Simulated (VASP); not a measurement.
# Si16C (a cell with a defect) in VASP: a series of runs

Si16C (a cell with a defect) is run at these levels: PBE; tasks: single point.

All numbers are computed with VASP 6.6.1; they aren't measurements. Logs are shortened: lines on timing, memory, paths and dates and some standing lists are left out, and cuts for length are marked.

### Step 1. The cell of the first run

The cell holds a defect, 17 atoms: a = 7.679 Å, b = 7.679 Å, c = 7.679 Å, α = 60.00°, β = 60.00°, γ = 60.00°.

### Step 2. Single point, PBE, collinear spin, ferromagnetic start

File INCAR:

```
PREC = Accurate ; ENCUT = 520
EDIFF = 1E-6 ; ISMEAR = -1
SIGMA = 0.02 ; LREAL = F
LASPH = T ; NELM = 200
ALGO = Normal ; ISIF = 2
LWAVE = F ; LCHARG = F
ISPIN = 2 ; MAGMOM = 0 0 0 0 0 0 0 0 0 0 0 0 0 0 0 0 0.06
LORBIT = 11 ; GGA = PE
NBANDS = 52 ; GGA_COMPAT = F
```

File KPOINTS:

```
Automatic mesh
0
Gamma
  2 2 2
```

File POSCAR:

```
Si16C
1.0
    0.0000000000      5.4300000000      5.4300000000
    5.4300000000      0.0000000000      5.4300000000
    5.4300000000      5.4300000000      0.0000000000
Si C
16 1
Direct
   -0.0152302026      0.0211049724      0.0216758748
    0.0969705341      0.1520718232      0.1530847145
   -0.0209852670     -0.0027163904      0.5469337017
    0.1099079190      0.1324493554      0.6481031308
   -0.0213720074      0.5466758748     -0.0018139963
    0.1098895028      0.6476611418      0.1333885820
   -0.0296500921      0.4963535912      0.4972375691
    0.1936372007      0.5574125230      0.5571731123
    0.4708011050      0.0208747698      0.0214456722
    0.6108379374      0.1378176796      0.1384806630
    0.4831123389      0.0162799263      0.5119705341
    0.6107826888      0.1261786372      0.6480386740
    0.4830386740      0.5114180479      0.0170349908
    0.6102578269      0.6476611418      0.1271270718
    0.5428913444      0.4891896869      0.4900184162
    0.6013627993      0.6432596685      0.6439594843
    1.0490055249      0.7188029466      0.7195764273
```

Potentials or basis: VASP PAW PBE potentials, release 64 (Si, C).

Launch:

```
$ cat potpaw_PBE.64/Si/POTCAR potpaw_PBE.64/C/POTCAR > POTCAR
$ mpirun -np 1 vasp_std > vasp.out
```

OUTCAR:

```text
PREC = Accurate
   ENCUT = 520
   EDIFF = 1E-6
   ISMEAR = -1
   LREAL = F
   LASPH = T
   NELM = 200
   ISIF = 2
   ISPIN = 2
   LORBIT = 11
   GGA = PE

 ion  position               nearest neighbor table
   1  0.985  0.021  0.022-   6 2.34   4 2.34  10 2.35   2 2.35
   2  0.097  0.152  0.153-   9 2.35   1 2.35   3 2.47   5 2.48
   3  0.979  0.997  0.547-  17 1.83   4 2.31  12 2.31   2 2.47   8 2.90
   4  0.110  0.132  0.648-   7 2.30   3 2.31  11 2.34   1 2.34
   5  0.979  0.547  0.998-  17 1.83   6 2.31  14 2.31   2 2.48   8 2.91
   6  0.110  0.648  0.133-   7 2.30   5 2.31  13 2.34   1 2.34
   7  0.970  0.496  0.497-   8 2.28   4 2.30   6 2.30  16 2.34
   8  0.194  0.557  0.557-  17 1.76   7 2.28  15 2.28   3 2.90   5 2.91
   9  0.471  0.021  0.021-  14 2.34  12 2.35   2 2.35  10 2.35
  10  0.611  0.138  0.138-  11 2.34  13 2.34   1 2.35   9 2.35
  11  0.483  0.016  0.512-  16 2.34   4 2.34  10 2.34  12 2.34
  12  0.611  0.126  0.648-  15 2.30   3 2.31  11 2.34   9 2.35
  13  0.483  0.511  0.017-  16 2.34   6 2.34  10 2.34  14 2.34
  14  0.610  0.648  0.127-  15 2.30   5 2.31   9 2.34  13 2.34
  15  0.543  0.489  0.490-   8 2.28  14 2.30  12 2.30  16 2.34
  16  0.601  0.643  0.644-   7 2.34  15 2.34  11 2.34  13 2.34
  17  0.049  0.719  0.720-   8 1.76   5 1.83   3 1.83

  LATTYP: Found a face centered cubic cell.
 ALAT       =    10.8600000000

  Lattice vectors:

 A1 = (   0.0000000000,   5.4300000000,   5.4300000000)
 A2 = (   5.4300000000,   0.0000000000,   5.4300000000)
 A3 = (   5.4300000000,   5.4300000000,   0.0000000000)

Analysis of symmetry for initial positions (statically):
=====================================================================
 Subroutine PRICEL returns:
 Original cell was already a primitive cell.

 Routine SETGRP: Setting up the symmetry group for a
 face centered cubic supercell.

 Subroutine GETGRP returns: Found  1 space group operations
 (whereof  1 operations were pure point group operations)
 out of a pool of 48 trial point group operations.

The static configuration has the point symmetry C_1 .

Analysis of symmetry for dynamics (positions and initial velocities):
=====================================================================
 Subroutine PRICEL returns:
 Original cell was already a primitive cell.

 Routine SETGRP: Setting up the symmetry group for a
 face centered cubic supercell.

 Subroutine GETGRP returns: Found  1 space group operations
 (whereof  1 operations were pure point group operations)
 out of a pool of 48 trial point group operations.
[... 170 lines left out ...]
  ext. energy  EPLUGINS =         0.00000000
  ---------------------------------------------------
  free energy    TOTEN  =       -91.10916942 eV

  energy without entropy =      -91.10460914  energy(sigma->0) =      -91.10688928

 E-fermi :   6.3979     XC(G=0):  -9.5549

 val. band max:        6.3964291806   @ k =   0.0000   0.5000   0.0000
 cond. band min:       6.3979745811   @ k =   0.0000   0.0000   0.5000
 fundamental gap:      0.0015454006
 Fermi energy:         6.3978514639

 spin component 1

 k-point     1 :       0.0000    0.0000    0.0000
  band No.  band energies     occupation
      1      -7.0241      1.00000
      2      -5.3396      1.00000
      3      -3.8410      1.00000
      4      -3.8179      1.00000
      5      -3.7925      1.00000
      6      -2.9411      1.00000
[... 381 lines left out ...]
     45      10.0959      0.00000
     46      10.1147      0.00000
 Fermi energy:         6.3978514639

 spin component 2

 k-point     1 :       0.0000    0.0000    0.0000
  band No.  band energies     occupation
      1      -6.9614      1.00000
      2      -5.3073      1.00000
      3      -3.8281      1.00000
      4      -3.8062      1.00000
      5      -3.7831      1.00000
      6      -2.9256      1.00000
[... 381 lines left out ...]
     45      10.1134      0.00000
     46      10.1258      0.00000
 [bands above 46 left out]

------------------------ aborting loop because EDIFF is reached ----------------------------------------

  FORCE on cell =-STRESS in cart. coord.  units (eV):
  Direction    XX          YY          ZZ          XY          YZ          ZX
  --------------------------------------------------------------------------------------
  -------------------------------------------------------------------------------------
  Total       13.8649537      6.6221758      6.6262612     -0.1235650      2.7456149     -0.1024244
  in kB       69.3744450     33.1346055     33.1550469     -0.6182677     13.7379116     -0.5124890
  external PRESSURE =      45.2213658 kB  Pullay stress =       0.0000000 kB

 VOLUME and BASIS-vectors are now :
 -----------------------------------------------------------------------------
  energy-cutoff  :      520.00
  volume of cell :      320.21
      direct lattice vectors                 reciprocal lattice vectors
     0.000000000  5.430000000  5.430000000    -0.092081031  0.092081031  0.092081031
     5.430000000  0.000000000  5.430000000     0.092081031 -0.092081031  0.092081031
     5.430000000  5.430000000  0.000000000     0.092081031  0.092081031 -0.092081031

 POSITION                                       TOTAL-FORCE (eV/Angst)
 -----------------------------------------------------------------------------------
      0.23230      5.46500      5.46190         0.006779     -0.000710      0.002176
      1.65700      1.35780      1.35230        -0.006507     -0.019013      0.011762
      8.38510      8.28590     10.73130         0.009332     -0.009782      0.008436
      4.23840      4.11600      1.31600         0.017782      0.005637      0.015367
      8.38860     10.73410      8.28240        -0.000193      0.022663     -0.017889
      4.24110      1.32100      4.11350         0.003530      0.004524     -0.007820
[... 9 lines left out ...]
      6.98960      6.76210      6.75830        -0.010850     -0.000474     -0.003536
      7.81040      4.17340      4.16920         0.018327     -0.001719     -0.004467
 -----------------------------------------------------------------------------------
    total drift:                               -0.000200     -0.000152     -0.000143

  FREE ENERGIE OF THE ION-ELECTRON SYSTEM (eV)
  ---------------------------------------------------
  free  energy   TOTEN  =       -91.1091694156 eV

  energy  without entropy=      -91.1046091356  energy(sigma->0) =      -91.10688928

 total charge

# of ion       s       p       d       tot
------------------------------------------
    1        0.738   0.958   0.000   1.697
    2        0.749   0.904   0.000   1.654
    3        0.745   0.932   0.000   1.677
    4        0.751   0.958   0.000   1.709
    5        0.746   0.931   0.000   1.676
    6        0.751   0.958   0.000   1.709
[... 9 lines left out ...]
   16        0.743   0.953   0.000   1.695
   17        0.882   1.611   0.000   2.493
--------------------------------------------------
tot         12.875  16.817   0.000  29.691

 magnetization (x)

# of ion       s       p       d       tot
------------------------------------------
    1        0.000   0.000   0.000   0.000
    2        0.001   0.001   0.000   0.001
    3        0.001   0.001   0.000   0.002
    4        0.001   0.003   0.000   0.004
    5        0.001   0.001   0.000   0.002
    6        0.001   0.003   0.000   0.004
[... 9 lines left out ...]
   16       -0.000   0.002   0.000   0.002
   17        0.003   0.058   0.000   0.061
--------------------------------------------------
tot          0.013   0.091   0.000   0.104
```

stdout:

```text
POSCAR found type information on POSCAR SiC
 POSCAR found :  2 types and      17 ions
 scaLAPACK will be used
 -----------------------------------------------------------------------------
|                                                                             |
|                                                                             |
|     You have a (more or less) 'large supercell' and for larger cells it     |
|     might be more efficient to use real-space projection operators.         |
|     Therefore, try LREAL= Auto in the INCAR file.                           |
|     Mind: For very accurate calculation, you might also keep the            |
|     reciprocal projection scheme (i.e. LREAL=.FALSE.).                      |
|                                                                             |
 -----------------------------------------------------------------------------

 LDA part: xc-table for (Slater+PW92), standard interpolation
 POSCAR, INCAR and KPOINTS ok, starting setup
 FFT: planning ... GRIDC
 FFT: planning ... GRID_SOFT
 FFT: planning ... GRID
 WAVECAR not read
 entering main loop
```

Wall time 6.9 min (1 thread of AMD EPYC 9R45 (Zen 5), shared host); peak memory 0.71 GiB.

Results:

- Free energy: -91.1092 eV
- Pressure: 4.5 GPa
- Largest force: 0.035 eV/Å
- Net moment: 0.24 μB per cell
- Site moments: Si +0.00, +0.01, -0.00; C +0.06 μB
- Valence electrons inside the program's atomic spheres: Si 1.70, 1.65, 1.68, 1.71, 1.73, 1.72; C 2.49

Forces on the atoms (eV/Å):
```
Si   0.007 -0.001  0.002
Si  -0.007 -0.019  0.012
Si   0.009 -0.010  0.008
Si   0.018  0.006  0.015
Si   0.000  0.023 -0.018
Si   0.004  0.005 -0.008
Si   0.006  0.000  0.002
Si  -0.034  0.001 -0.007
Si  -0.008  0.007  0.015
Si   0.000  0.000  0.007
Si   0.002  0.004 -0.003
Si   0.004 -0.017 -0.003
Si  -0.005 -0.002  0.000
Si  -0.011  0.011 -0.008
Si   0.007 -0.006 -0.007
Si  -0.011  0.000 -0.004
C    0.018 -0.002 -0.004
```

Caveat: the k points lie up to 0.50 Å⁻¹ apart.

[end of part 1 of 2]
